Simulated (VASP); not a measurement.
# Ti in VASP: a series of runs

The runs below take Ti through single point, with PBE.

All numbers are computed with VASP 6.6.1; they aren't measurements. Logs are shortened: lines on timing, memory, paths and dates and some standing lists are left out, and cuts for length are marked.

## 1. The cell of the first run

The cell holds a slab with vacuum, 3 atoms: a = 2.908 Å, b = 2.908 Å, c = 18.112 Å, α = 90.00°, β = 90.00°, γ = 90.00°.

## 2. Single point, PBE

The input, INCAR:

```
SYSTEM = Ti
PREC     = Accurate       ! precision mode
ENCUT    = 520            ! plane-wave cutoff, eV
EDIFF    = 1E-7           ! SCF threshold, eV
ISMEAR   = 0              ! smearing method
SIGMA    = 0.1            ! smearing width, eV
LREAL    = .False.        ! projectors in reciprocal space
LASPH    = .True.         ! aspherical terms in the spheres
NELM     = 80             ! most SCF steps
ALGO     = Normal         ! electronic algorithm
ISIF     = 2              ! what is computed and relaxed
LWAVE    = .False.        ! write WAVECAR
LCHARG   = .False.        ! write CHGCAR
LDIPOL   = .True.       
IDIPOL   = 3            
DIPOL    = 0.5 0.5 0.492
GGA      = PE             ! functional
NBANDS   = 25             ! bands
```

The input, KPOINTS:

```
regular mesh
0
Gamma
  10 10 1
  0 0 0
```

The input, POSCAR:

```
Ti
1.0
    2.9075446929      0.0000000000      0.0000000000
    0.0000000000      2.9075446929      0.0000000000
    0.0000000000      0.0000000000     18.1118891379
Ti
3
Direct
    0.5000000000      0.5000000000      0.3864864646
    0.0000000000      0.0000000000      0.4915536746
    0.5000000000      0.5000000000      0.5966237243
```

Potentials or basis: VASP PAW PBE potentials, release 64 (Ti_sv).

Command:

```sh
$ cat potpaw_PBE.64/Ti_sv/POTCAR > POTCAR
$ mpirun -np 1 vasp_std > vasp.out
```

OUTCAR:

```text
SYSTEM = Ti
   PREC = Accurate
   ENCUT = 520
   EDIFF = 1E-7
   ISMEAR = 0
   LREAL = .False.
   LASPH = .True.
   NELM = 80
   ISIF = 2
   GGA = PE

 ion  position               nearest neighbor table
   1  0.500  0.500  0.386-   2 2.80   2 2.80   2 2.80   2 2.80
   2  0.000  0.000  0.492-   1 2.80   1 2.80   1 2.80   1 2.80   3 2.80   3 2.80   3 2.80   3 2.80

   3  0.500  0.500  0.597-   2 2.80   2 2.80   2 2.80   2 2.80

  LATTYP: Found a simple tetragonal cell.
 ALAT       =     2.9075446929
 C/A-ratio  =     6.2292728233

  Lattice vectors:

 A1 = (   2.9075446929,   0.0000000000,   0.0000000000)
 A2 = (   0.0000000000,   2.9075446929,   0.0000000000)
 A3 = (   0.0000000000,   0.0000000000,  18.1118891379)

Analysis of symmetry for initial positions (statically):
=====================================================================
 Subroutine PRICEL returns:
 Original cell was already a primitive cell.

 Routine SETGRP: Setting up the symmetry group for a
 simple tetragonal supercell.

 Subroutine GETGRP returns: Found 16 space group operations
 (whereof  8 operations were pure point group operations)
 out of a pool of 16 trial point group operations.

The static configuration has the point symmetry C_4v.
 The point group associated with its full space group is D_4h.

Analysis of symmetry for dynamics (positions and initial velocities):
=====================================================================
 Subroutine PRICEL returns:
 Original cell was already a primitive cell.

 Routine SETGRP: Setting up the symmetry group for a
 simple tetragonal supercell.

 Subroutine GETGRP returns: Found 16 space group operations
 (whereof  8 operations were pure point group operations)
 out of a pool of 16 trial point group operations.

The dynamic configuration has the point symmetry C_4v.
 The point group associated with its full space group is D_4h.

 Subroutine INISYM returns: Found 16 space group operations
 (whereof  8 operations are pure point group operations),
 and found     1 'primitive' translations

----------------------------------------------------------------------------------------

                                     Primitive cell

  volume of cell :     153.1146

  direct lattice vectors                    reciprocal lattice vectors
     2.907544693  0.000000000  0.000000000     0.343932804  0.000000000  0.000000000
     0.000000000  2.907544693  0.000000000     0.000000000  0.343932804  0.000000000
[... 89 lines left out ...]
   ISIF   =      2    stress and relaxation
   ISYM   =      2    0-nonsym 1-usesym 2-fastsym
   POTIM  = 0.5000    time-step for ionic-motion
   TEBEG  =    0.0;   TEEND  =   0.0 temperature during run
   PSTRESS=    0.0 pullay stress
   NELECT =      36.0000    total number of electrons
   NUPDOWN=      -1.0000    fix difference up-down
   EMIN   =  10.00;   EMAX   =-10.00  energy-range for DOS
   EFERMI =   0.00;   METHOD = LEGACY
   ISMEAR =     0;   SIGMA  =   0.10  broadening in eV -4-tet -1-fermi 0-gaus
   EFERMI_NEDOS =   21; number of points for ismear=-14 and -15
   IALGO  =     38    algorithm
   IMIX   =      4    mixing-type and parameters
     AMIX     =   0.40;   BMIX     =  1.00
     AMIX_MAG =   1.60;   BMIX_MAG =  1.00
  volume/ion in A,a.u.               =      51.04       344.42
  Fermi-wavevector in a.u.,A,eV,Ry     =   1.010424  1.909424 13.890948  1.020956
  Thomas-Fermi vector in A             =   2.143412
   LORBIT       =      0    0 simple, 1 ext, 2 COOP (PROOUT), +10 PAW based schemes
   GGA     = PE    functional components
   LHFCALC =     F    Hartree Fock is set to
   AEXX    =    0.0000 exact exchange contribution
   IVDW    =     0    specifies the selected vdW correction
   LEPSILON=     F    determine dielectric tensor
   LRPA    =     F    only Hartree local field effects (RPA)
 non-spin polarized calculation
 Gauss-broadening in eV      SIGMA  =   0.10
  energy-cutoff  :      520.00
  volume of cell :      153.11
 maximum number of plane-waves:      4161
 NGX is ok and might be reduce to    24

 dipolmoment           0.000000      0.000000      0.000033 electrons x Angstroem

 number of electron      36.0000013 magnetization

 dipolmoment           0.000000      0.000000     -0.000435 electrons x Angstroem

 Free energy of the ion-electron system (eV)
  ---------------------------------------------------
  ext. energy  EPLUGINS =         0.00000000
  ---------------------------------------------------
  free energy    TOTEN  =       -21.64118869 eV

  energy without entropy =      -21.60413812  energy(sigma->0) =      -21.62266341

 E-fermi :   0.3551     XC(G=0):  -5.0180

 val. band max:        0.3533123346   @ k =   0.3000   0.1000   0.0000
 cond. band min:       0.3854950624   @ k =   0.5000   0.0000   0.0000
 fundamental gap:      0.0321827278
 Fermi energy:         0.3550517125

 k-point     1 :       0.0000    0.0000    0.0000
  band No.  band energies     occupation
      1     -56.4549      2.00000
      2     -56.4364      2.00000
      3     -56.0177      2.00000
      4     -32.9080      2.00000
      5     -32.8068      2.00000
      6     -32.4938      2.00000
[... 577 lines left out ...]
     24       3.7288      0.00000
     25       4.0914      0.00000

------------------------ aborting loop because EDIFF is reached ----------------------------------------

 vacuum level on the upper side and lower side of the slab       (xc-potential included)        -0.258        -0.243

  FORCE on cell =-STRESS in cart. coord.  units (eV):
  Direction    XX          YY          ZZ          XY          YZ          ZX
  --------------------------------------------------------------------------------------
  -------------------------------------------------------------------------------------
  Total       -1.3438512     -1.3438512     -0.0923262      0.0000000     -0.0000000      0.0000000
  in kB      -14.0619389    -14.0619389     -0.9660930      0.0000000     -0.0000000      0.0000000
  external PRESSURE =      -9.6966569 kB  Pullay stress =       0.0000000 kB

 VOLUME and BASIS-vectors are now :
 -----------------------------------------------------------------------------
  energy-cutoff  :      520.00
  volume of cell :      153.11
      direct lattice vectors                 reciprocal lattice vectors
     2.907544693  0.000000000  0.000000000     0.343932804  0.000000000  0.000000000
     0.000000000  2.907544693  0.000000000     0.000000000  0.343932804  0.000000000
     0.000000000  0.000000000 18.111889138     0.000000000  0.000000000  0.055212352

 POSITION                                       TOTAL-FORCE (eV/Angst)
 -----------------------------------------------------------------------------------
      1.45377      1.45377      7.00000         0.000000      0.000000      0.019713
      0.00000      0.00000      8.90297        -0.000000     -0.000000      0.000000
      1.45377      1.45377     10.80598         0.000000     -0.000000     -0.019713
 -----------------------------------------------------------------------------------
    total drift:                                0.000000     -0.000000     -0.150138

  FREE ENERGIE OF THE ION-ELECTRON SYSTEM (eV)
  ---------------------------------------------------
  free  energy   TOTEN  =       -21.6411886939 eV

  energy  without entropy=      -21.6041381228  energy(sigma->0) =      -21.62266341

 vacuum level on the upper side and lower side of the slab         4.036         4.053
```

OSZICAR:

```text
N       E                     dE             d eps       ncg     rms          rms(c)
DAV:   1     0.407716912594E+03    0.40772E+03   -0.20153E+04  1178   0.142E+03
DAV:   2     0.275394329408E+02   -0.38018E+03   -0.37401E+03  1137   0.447E+02
DAV:   3    -0.194088894025E+02   -0.46948E+02   -0.45960E+02  1994   0.135E+02
DAV:   4    -0.266832812082E+02   -0.72744E+01   -0.72350E+01  1700   0.428E+01
[... 15 lines left out ...]
DAV:  20    -0.216411857066E+02   -0.16820E-04   -0.24671E-06  1448   0.109E-02    0.933E-04
DAV:  21    -0.216411879682E+02   -0.22615E-05   -0.39667E-07  1001   0.529E-03    0.583E-04
DAV:  22    -0.216411884632E+02   -0.49508E-06   -0.94023E-08   717   0.236E-03    0.327E-04
DAV:  23    -0.216411886641E+02   -0.20087E-06   -0.51227E-08   705   0.155E-03    0.138E-04
DAV:  24    -0.216411886939E+02   -0.29793E-07   -0.88102E-09   661   0.772E-04
   1 F= -.21641189E+02 E0= -.21622663E+02  d E =-.370506E-01
```

Run time: 3.3 min. Hardware: 1 thread of Intel Xeon 8259CL, shared host; peak memory 0.28 GiB.

What came out:

```yaml
Free_energy: -21.6412 eV
Largest_force: 0.020 eV/Å
Band_gap_on_the_k_mesh: zero (bands 18 and 19 overlap by 0.41 eV)
```

Forces on the atoms (eV/Å):
```
Ti   0.000  0.000  0.020
Ti   0.000  0.000  0.000
Ti   0.000  0.000 -0.020
```

## 3. Single point, PBE

This run uses another cell than the first one: it holds 12 atoms, not 3.

The input, INCAR:

```
ALGO = Normal
DIPOL = 0.5 0.5 0.306
EDIFF = 1E-7
ENCUT = 520
GGA = PE
IDIPOL = 3
ISIF = 2
ISMEAR = 0
LASPH = True
LCHARG = True
LDIPOL = True
LELF = True
LREAL = False
LVACPOTAV = True
LVHAR = True
LWAVE = False
NBANDS = 84
NELM = 80
PREC = Accurate
SIGMA = 0.1
```

The input, KPOINTS:

```
k-points
0
Gamma
  5 5 1
```

The input, POSCAR:

```
Ti
1.0
    5.8150893847      0.0000000000      0.0000000000
    0.0000000000      5.8150893847      0.0000000000
    0.0000000000      0.0000000000     19.3059825436
Ti
12
Direct
    0.2500000000      0.2500000000      0.2071896621
    0.2500000000      0.7500000000      0.2071896621
    0.7500000000      0.2500000000      0.2071896621
    0.7500000000      0.7500000000      0.2071896621
    0.0000000000      0.0000000000      0.3057583574
    0.0000000000      0.5000000000      0.3057583574
    0.5000000000      0.0000000000      0.3057583574
    0.5000000000      0.5000000000      0.3057583574
    0.2500000000      0.2500000000      0.4043297214
    0.2500000000      0.7500000000      0.4043297214
    0.7500000000      0.2500000000      0.4043297214
    0.7500000000      0.7500000000      0.4043297214
```

Potentials or basis: VASP PAW PBE potentials, release 64 (Ti_sv).

Command:

```sh
$ cat potpaw_PBE.64/Ti_sv/POTCAR > POTCAR
$ mpirun -np 1 vasp_std > vasp.out
```

It took 11 min on 1 thread of AMD EPYC 7R13 (Zen 3), shared host; peak memory 0.7 GiB.

The run converged. Its results:

| Property | Result |
| --- | --- |
| Free energy | -86.5656 eV |
| Largest force | 0.020 eV/Å |
| Band gap on the k mesh | zero (bands 72 and 73 overlap by 0.26 eV) |

Forces in eV/Å, atoms in the order of the input:
```
Ti   0.000  0.000  0.020
Ti   0.000  0.000  0.020
Ti   0.000  0.000  0.020
Ti   0.000  0.000  0.020
Ti   0.000  0.000  0.000
Ti   0.000  0.000  0.000
Ti   0.000  0.000  0.000
Ti   0.000  0.000  0.000
Ti   0.000  0.000 -0.020
Ti   0.000  0.000 -0.020
Ti   0.000  0.000 -0.020
Ti   0.000  0.000 -0.020
```

Levels at points of the mesh, in eV from the Fermi level:
| k point | band 68 | band 69 | band 70 | band 71 | band 72 | band 73 | band 74 | band 75 | band 76 | band 77 |
| --- | --- | --- | --- | --- | --- | --- | --- | --- | --- | --- |
| (0.00, 0.00, 0.00) | -0.14 | -0.04 | -0.04 | -0.04 | 0.03 | 0.03 | 0.12 | 0.78 | 0.86 | 0.86 |
